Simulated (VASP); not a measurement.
A run of VASP 6.6.1 is set up as follows.

INCAR

```
SYSTEM = Ir
PREC = Accurate
ENCUT = 520
EDIFF = 1E-6
ISMEAR = -1
SIGMA = 0.05
LREAL = .FALSE.
LASPH = .TRUE.
NELM = 100
ALGO = Normal
ISIF = 2
LWAVE = .FALSE.
LCHARG = .FALSE.
GGA = PS
NBANDS = 16
```

File KPOINTS:

```
Automatic mesh
0
G
  13 13 10
  0 0 0
```

Contents of POSCAR:

```
Ir
1.0
    1.9154736248      1.9154736248      0.0000000000
   -1.9154736248      1.9154736248      0.0000000000
    0.0000000000      0.0000000000      3.8309472495
Ir
2
Direct
    0.0000000000      0.0000000000      0.0000000000
    0.5000000000      0.5000000000      0.5000000000
```

Potentials or basis: VASP PAW PBE potentials, release 64 (Ir).

Command:

```bash
$ cat potpaw_PBE.64/Ir/POTCAR > POTCAR
$ mpirun -np 1 vasp_std > vasp.out
```

(1) Predict the pressure.

(2) Estimate the band gap on the k mesh.

Answers

(1) 0.9 GPa.

(2) zero (bands 9 and 10 overlap by 3.25 eV).

Caveat: the PAW data sets were made with another functional, which shifts forces and pressure a little; spin-orbit coupling is left out, which moves the levels of the heavy elements.
